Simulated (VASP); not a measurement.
Set up this calculation in VASP 6.6.1, as the native input.

| Quantity | Value |
| --- | --- |
| Task | single point |
| Functional | r2SCAN |
| Potentials or basis | VASP PAW PBE potentials, release 64 (Mg) |
| Cutoff | 660 eV |
| k mesh | 8 × 8 × 8 |
| Occupations | gaussian, width 0.05 eV |
| Spin | no spin polarisation |
| Dipole correction | no |
| Further INCAR settings | ALGO = Normal; EDIFF = 1e-06; NBANDS = 7 |

Crystal: Mg.

```
Mg
1.0
     0.00000    2.24862    2.24862
     2.24862    0.00000    2.24862
     2.24862    2.24862    0.00000
Mg
1
Direct
  0.00000 0.00000 0.00000
```

This isn't the form of Mg at room conditions, which is hcp.

One way to write it, as run:

POSCAR

```
Mg
1.0
    0.0000000000      2.2486212422      2.2486212422
    2.2486212422      0.0000000000      2.2486212422
    2.2486212422      2.2486212422      0.0000000000
Mg
1
Direct
    0.0000000000      0.0000000000      0.0000000000
```

INCAR.step1

```
SYSTEM = Mg
ALGO = Normal
EDIFF = 1E-5
ENCUT = 660
GGA = PE
GGA_COMPAT = .FALSE.
ISMEAR = 0
LASPH = .TRUE.
LCHARG = .FALSE.
LREAL = .FALSE.
LWAVE = .TRUE.
NBANDS = 7
NELM = 120
PREC = Accurate
SIGMA = 0.05
```

INCAR.step2

```
SYSTEM = Mg
ALGO = Normal
EDIFF = 1E-6
ENCUT = 660
GGA_COMPAT = .FALSE.
ISIF = 2
ISMEAR = 0
ISTART = 1
LASPH = .TRUE.
LCHARG = .FALSE.
LMIXTAU = .TRUE.
LREAL = .FALSE.
LWAVE = .FALSE.
METAGGA = R2SCAN
NBANDS = 7
NELM = 120
PREC = Accurate
SIGMA = 0.05
```

KPOINTS

```
k-points
0
G
  8 8 8
  0 0 0
```

Potentials or basis: VASP PAW PBE potentials, release 64 (Mg).

Run with:

```console
$ cat potpaw_PBE.64/Mg/POTCAR > POTCAR
$ cp INCAR.step1 INCAR
$ mpirun -np 1 vasp_std > vasp.out
$ cp INCAR.step2 INCAR
$ mpirun -np 1 vasp_std > vasp.out
```

Results of the run:

```
Pressure               : -0.3 GPa
Band gap on the k mesh : zero (bands 1 and 2 overlap by 2.75 eV)
```

Caveat: the PAW data sets were made with another functional, which shifts forces and pressure a little.

Run time: 14 s on 1 thread of Intel(R) Xeon(R) 6975P-C (Granite Rapids) (shared host), peak memory 0.16 GiB.
